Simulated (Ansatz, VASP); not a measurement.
# One calculation of Ba, two programs

The input INCAR:

```
SYSTEM = Ba
  ALGO = Fast
  EDIFF = 1E-7
  ENCUT = 520
  GGA = PS
  ISIF = 2
  ISMEAR = 0
  LASPH = .True.
  LCHARG = .False.
  LREAL = .False.
  LWAVE = .False.
  NBANDS = 17
  NELM = 80
  PREC = Accurate
  SIGMA = 0.15
```

KPOINTS

```
k-points
0
Gamma
  9 9 14
  0 0 0
```

POSCAR

```
Ba
1.0
    6.4102187050      0.0000000000      0.0000000000
   -3.2051093525      5.5514122423      0.0000000000
    0.0000000000      0.0000000000      4.6566288766
Ba
2
Direct
    0.3333333333      0.6666666667      0.5000000000
    0.6666666667      0.3333333333      0.5000000000
```

Input for Ansatz:

```yaml
crystal:
  lattice:
    - [6.410218705, 0.0, 0.0]
    - [-3.2051093525, 5.5514122423, 0.0]
    - [0.0, 0.0, 4.6566288766]
  atoms:
    - { symbol: Ba, position: [0.3333333333, 0.6666666667, 0.5] }
    - { symbol: Ba, position: [0.6666666667, 0.3333333333, 0.5] }
basis:
  ecutwfc: 420
kpoints:
  mp_grid: { grid: [9, 9, 14] }
hamiltonian:
  xc: pbesol
scf:
  occupations: { method: gaussian, width: 0.15 }
output:
  forces: true
  stress: true
  eigenvalues: true
```

Alike in both runs: task single point; functional PBEsol; k mesh 9 × 9 × 14; occupations gaussian, width 0.15 eV; no spin polarisation.

```csv
,VASP,Ansatz
version,VASP 6.6.1,Ansatz 0.2.0
potentials or method,"VASP PAW PBE potentials, release 64 (Ba_sv), cutoff 520 eV","scalar-relativistic, plane waves, PAW"
valence electrons in the cell,20,20
```

Ansatz gave:

| Property | Result |
| --- | --- |
| gap on the k mesh at the Fermi level (eV) | none |
| pressure (GPa) | -0.2 |
| traceless stress, the component that is largest in VASP (GPa) | -2.27 |

Estimate VASP's values.

gap on the k mesh at the Fermi level (eV): none; pressure (GPa): -0.2; traceless stress, the component that is largest in VASP (GPa): -2.30.

VASP's potentials were made for PBE, not for PBEsol. A gap of «none» marks a metal or a gap that the smearing closes.

Spin-orbit coupling is off throughout.
